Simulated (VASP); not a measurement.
# Ti3Al (P-6m2) in VASP: further runs, part 2 of 2

VASP 6.6.1.

### Step 3. Single point, PBE, collinear spin (14.07 Å³/atom)

This run uses another cell than the first one, of 14.07 Å³/atom.

INCAR reads:

```
PREC = Accurate
ENCUT = 520
EDIFF = 1E-6
ISMEAR = 0
SIGMA = 0.15
LREAL = F
LASPH = T
NELM = 150
ALGO = Normal
ISIF = 2
LWAVE = F
LCHARG = F
ISPIN = 2
MAGMOM = 0.333 0.333 0.333 0
LORBIT = 11
NUPDOWN = 1.0
LMAXMIX = 4
GGA = PE
NBANDS = 32
```

KPOINTS reads:

```
Automatic mesh
0
Gamma
  18 18 6
```

POSCAR reads:

```
Ti3Al
1.0
    2.7421757066      0.0000000000      0.0000000000
   -1.3710878533      2.3747938235      0.0000000000
    0.0000000000      0.0000000000      8.6405281422
Ti Al
3 1
Direct
    0.6666666667      0.3333333333      0.0000000000
    0.3333333333      0.6666666667      0.7504575668
    0.3333333333      0.6666666667      0.2495424332
    0.6666666667      0.3333333333      0.5000000000
```

Potentials or basis: VASP PAW PBE potentials, release 64 (Ti_sv, Al).

Run with:

```bash
> cat potpaw_PBE.64/Ti_sv/POTCAR potpaw_PBE.64/Al/POTCAR > POTCAR
> mpirun -np 1 vasp_std > vasp.out
```

OUTCAR:

```text
PREC = Accurate
   ENCUT = 520
   EDIFF = 1E-6
   ISMEAR = 0
   LREAL = F
   LASPH = T
   NELM = 150
   ISIF = 2
   ISPIN = 2
   LORBIT = 11
   NUPDOWN = 1.0
   GGA = PE

 ion  position               nearest neighbor table
   1  0.667  0.333  0.000-   2 2.67   3 2.67   2 2.67   3 2.67   2 2.67   3 2.67
   2  0.333  0.667  0.750-   1 2.67   1 2.67   1 2.67   4 2.68   4 2.68   4 2.68
   3  0.333  0.667  0.250-   1 2.67   1 2.67   1 2.67   4 2.68   4 2.68   4 2.68
   4  0.667  0.333  0.500-   2 2.68   3 2.68   2 2.68   3 2.68   2 2.68   3 2.68

  LATTYP: Found a hexagonal cell.
 ALAT       =     2.7421757066
 C/A-ratio  =     3.1509753811

  Lattice vectors:

 A1 = (   2.7421757066,   0.0000000000,   0.0000000000)
 A2 = (  -1.3710878533,   2.3747938235,   0.0000000000)
 A3 = (   0.0000000000,   0.0000000000,   8.6405281422)

Analysis of symmetry for initial positions (statically):
=====================================================================
 Subroutine PRICEL returns:
 Original cell was already a primitive cell.

 Routine SETGRP: Setting up the symmetry group for a
 hexagonal supercell.

 Subroutine GETGRP returns: Found 12 space group operations
 (whereof 12 operations were pure point group operations)
 out of a pool of 24 trial point group operations.

The static configuration has the point symmetry D_3h.

Analysis of symmetry for dynamics (positions and initial velocities):
=====================================================================
 Subroutine PRICEL returns:
 Original cell was already a primitive cell.

 Routine SETGRP: Setting up the symmetry group for a
 hexagonal supercell.

 Subroutine GETGRP returns: Found 12 space group operations
 (whereof 12 operations were pure point group operations)
 out of a pool of 24 trial point group operations.

The dynamic configuration has the point symmetry D_3h.

Analysis of structural, dynamic, and magnetic symmetry:
[... 164 lines left out ...]

 val. band max:       10.3558129643   @ k =   0.3333   0.2778   0.5000
 cond. band min:      10.0709332232   @ k =   0.1667   0.0000   0.3333
 fundamental gap:     -0.2848797411
 Fermi energy:        10.3599827563

 spin component 1

 k-point     1 :       0.0000    0.0000    0.0000
  band No.  band energies     occupation
      1     -46.2733      1.00000
      2     -46.1572      1.00000
      3     -46.0452      1.00000
      4     -23.0074      1.00000
      5     -22.5403      1.00000
      6     -22.0225      1.00000
[... 805 lines left out ...]
     30      15.2658      0.00000
     31      15.9369      0.00000

 [... further k-points ...]

 spin component 2

 k-point     1 :       0.0000    0.0000    0.0000
  band No.  band energies     occupation
      1     -46.0949      1.00000
      2     -45.9708      1.00000
      3     -45.8667      1.00000
      4     -22.8226      1.00000
      5     -22.3475      1.00000
      6     -21.8419      1.00000
[... 805 lines left out ...]
     30      15.4632      0.00000
     31      16.1280      0.00000

 [... further k-points ...]

 [bands above 31 left out]

------------------------ aborting loop because EDIFF is reached ----------------------------------------

  FORCE on cell =-STRESS in cart. coord.  units (eV):
  Direction    XX          YY          ZZ          XY          YZ          ZX
  --------------------------------------------------------------------------------------
  -------------------------------------------------------------------------------------
  Total       10.0944510     10.0944510     11.8049809      0.0000000      0.0000000     -0.0000000
  in kB      287.4298097    287.4298097    336.1355072      0.0000000      0.0000000     -0.0000000
  external PRESSURE =     303.6650422 kB  Pullay stress =       0.0000000 kB

 VOLUME and BASIS-vectors are now :
 -----------------------------------------------------------------------------
  energy-cutoff  :      520.00
  volume of cell :       56.27
      direct lattice vectors                 reciprocal lattice vectors
     2.742175707  0.000000000  0.000000000     0.364673933  0.210544593  0.000000000
    -1.371087853  2.374793824  0.000000000     0.000000000  0.421089187  0.000000000
     0.000000000  0.000000000  8.640528142     0.000000000  0.000000000  0.115733666

 POSITION                                       TOTAL-FORCE (eV/Angst)
 -----------------------------------------------------------------------------------
      1.37109      0.79160      0.00000         0.000000     -0.000000     -0.000000
     -0.00000      1.58320      6.48435        -0.000000      0.000000     -0.175093
     -0.00000      1.58320      2.15618        -0.000000      0.000000      0.175093
      1.37109      0.79160      4.32026         0.000000     -0.000000     -0.000000
 -----------------------------------------------------------------------------------
    total drift:                               -0.000000      0.000000     -0.000000

  FREE ENERGIE OF THE ION-ELECTRON SYSTEM (eV)
  ---------------------------------------------------
  free  energy   TOTEN  =       -26.7054614383 eV

  energy  without entropy=      -26.6603355593  energy(sigma->0) =      -26.68289850

 total charge

# of ion       s       p       d       tot
------------------------------------------
    1        2.301   6.165   2.085  10.552
    2        2.275   6.176   2.058  10.508
    3        2.275   6.176   2.058  10.508
    4        0.448   0.438   0.000   0.886
--------------------------------------------------
tot          7.298  18.954   6.201  32.453

 magnetization (x)

# of ion       s       p       d       tot
------------------------------------------
    1        0.002   0.026   0.174   0.203
    2        0.004   0.026   0.190   0.221
    3        0.004   0.026   0.190   0.221
    4        0.004   0.019   0.000   0.023
--------------------------------------------------
tot          0.015   0.097   0.554   0.667
```

OSZICAR:

```text
N       E                     dE             d eps       ncg     rms          rms(c)
DAV:   1     0.493486704622E+03    0.49349E+03   -0.18700E+04 18968   0.148E+03
DAV:   2     0.290601820961E+02   -0.46443E+03   -0.45005E+03 19648   0.465E+02
DAV:   3    -0.243053287726E+02   -0.53366E+02   -0.51475E+02 31352   0.134E+02
DAV:   4    -0.290211744046E+02   -0.47158E+01   -0.46828E+01 25416   0.380E+01
DAV:   5    -0.292272748322E+02   -0.20610E+00   -0.20609E+00 25672   0.675E+00    0.185E+01
DAV:   6    -0.268275477134E+02    0.23997E+01   -0.10838E+01 25768   0.287E+01    0.617E+00
DAV:   7    -0.272418675225E+02   -0.41432E+00   -0.58653E+00 28088   0.201E+01    0.710E+00
DAV:   8    -0.266988642451E+02    0.54300E+00   -0.45897E+00 26480   0.114E+01    0.312E+00
DAV:   9    -0.266818484391E+02    0.17016E-01   -0.30975E-01 26792   0.386E+00    0.160E+00
DAV:  10    -0.267046486671E+02   -0.22800E-01   -0.96502E-02 21288   0.209E+00    0.406E-01
DAV:  11    -0.267051132810E+02   -0.46461E-03   -0.12329E-02 28096   0.628E-01    0.276E-01
DAV:  12    -0.267054795305E+02   -0.36625E-03   -0.13186E-03 21696   0.275E-01    0.752E-02
DAV:  13    -0.267054841381E+02   -0.46076E-05   -0.26851E-04 26848   0.144E-01    0.344E-02
DAV:  14    -0.267054664735E+02    0.17665E-04   -0.39400E-05 22608   0.604E-02    0.181E-02
DAV:  15    -0.267054610976E+02    0.53759E-05   -0.60780E-06 22392   0.234E-02    0.519E-03
DAV:  16    -0.267054614383E+02   -0.34072E-06   -0.93460E-07 10624   0.731E-03
   1 F= -.26705461E+02 E0= -.26682898E+02  d E =-.451259E-01  mag=     1.0000
```

stdout:

```text
POSCAR found type information on POSCAR TiAl
 POSCAR found :  2 types and       4 ions
 scaLAPACK will be used
 LDA part: xc-table for (Slater+PW92), standard interpolation
 POSCAR, INCAR and KPOINTS ok, starting setup
 FFT: planning ... GRIDC
 FFT: planning ... GRID_SOFT
 FFT: planning ... GRID
 WAVECAR not read
 entering main loop
```

Wall time 9.4 min (1 thread of Intel Xeon 8259CL, shared host); peak memory 0.46 GiB.

What came out:

| Item | Value |
| --- | --- |
| Free energy | -26.7055 eV |
| Pressure | 30.4 GPa |
| Largest force | 0.175 eV/Å |
| Net moment | 1.00 μB per cell |
| Site moments | Ti +0.20, +0.22 (each value once); Al +0.02 μB |
| Valence electrons inside the program's atomic spheres | Ti 10.55, 10.51 (each value once); Al 0.89 |

Forces in eV/Å, atoms in the order of the input:
```
Ti   0.000  0.000  0.000
Ti   0.000  0.000 -0.175
Ti   0.000  0.000  0.175
Al   0.000  0.000  0.000
```

Stress tensor (GPa, compression positive):
```
28.74  0.00  0.00
 0.00 28.74  0.00
 0.00  0.00 33.61
```

Caveat: the cell stands under pressure; the total moment is fixed, so each spin has its own Fermi level and the state may be an excited one.

### Step 4. Single point, PBE, collinear spin (18.70 Å³/atom)

This run uses another cell than the first one, of 18.70 Å³/atom.

INCAR reads:

```
PREC = Accurate
ENCUT = 520
EDIFF = 1E-6
ISMEAR = 0
SIGMA = 0.15
LREAL = False
LASPH = True
NELM = 150
ALGO = Normal
ISIF = 2
LWAVE = False
LCHARG = True
ISPIN = 2
MAGMOM = 0.333 0.333 0.333 0
LORBIT = 11
NUPDOWN = 1.0
LMAXMIX = 4
GGA = PE
LELF = True
LVHAR = True
NBANDS = 32
```

KPOINTS is that of step 3.

POSCAR reads:

```
Ti3Al
1.0
    3.0150943746      0.0000000000      0.0000000000
   -1.5075471873      2.6111483232      0.0000000000
    0.0000000000      0.0000000000      9.5004881462
Ti Al
3 1
Direct
    0.6666666667      0.3333333333      0.0000000000
    0.3333333333      0.6666666667      0.7504575668
    0.3333333333      0.6666666667      0.2495424332
    0.6666666667      0.3333333333      0.5000000000
```

Run with:

```bash
> cat potpaw_PBE.64/Ti_sv/POTCAR potpaw_PBE.64/Al/POTCAR > POTCAR
> mpirun -np 1 vasp_std > vasp.out
```

Run time: 8.6 min. Hardware: 1 thread of Oxide Virtual Turin-like, shared host; peak memory 0.54 GiB.

The run converged. Its results:

```
Free energy                                           : -27.5671 eV
Pressure                                              : -7.8 GPa
Largest force                                         : 0.004 eV/Å
Net moment                                            : 1.00 μB per cell
Site moments                                          : Ti +0.11, +0.28 (each value once); Al +0.01 μB
Valence electrons inside the program's atomic spheres : Ti 10.16, 10.14 (each value once); Al 0.77
```

Forces in eV/Å, atoms in the order of the input:
```
Ti   0.000  0.000  0.000
Ti   0.000  0.000 -0.004
Ti   0.000  0.000  0.004
Al   0.000  0.000  0.000
```

Caveat: the cell stands under tension; the total moment is fixed, so each spin has its own Fermi level and the state may be an excited one.

### Step 5. The runs side by side

```csv
fixed moment (μB),cell,pressure (GPa),moment (μB),largest force (eV/Å)
2.0,"a = 3.096, b = 3.096, c = 9.755 Å, angles 90.0, 90.0, 120.0°, 4 atoms",-12.2,2.00,0.02
1.0,"a = 2.742, b = 2.742, c = 8.641 Å, angles 90.0, 90.0, 120.0°, 4 atoms",30.4,1.00,0.18
1.0,"a = 3.015, b = 3.015, c = 9.500 Å, angles 90.0, 90.0, 120.0°, 4 atoms",-7.8,1.00,-
```

Alike in all rows: task single point; level PBE; potentials or basis VASP PAW PBE potentials, release 64 (Ti_sv, Al); spin collinear; k mesh 18 × 18 × 6; cutoff (eV) 520; smearing gaussian 0.15 eV.

Caveats: the total moment is fixed, so each spin has its own Fermi level and the state may be an excited one; the cell stands under tension (at least some runs); the cell stands under pressure (at least some runs).

Absolute energies hang on the potentials; compare differences alone.
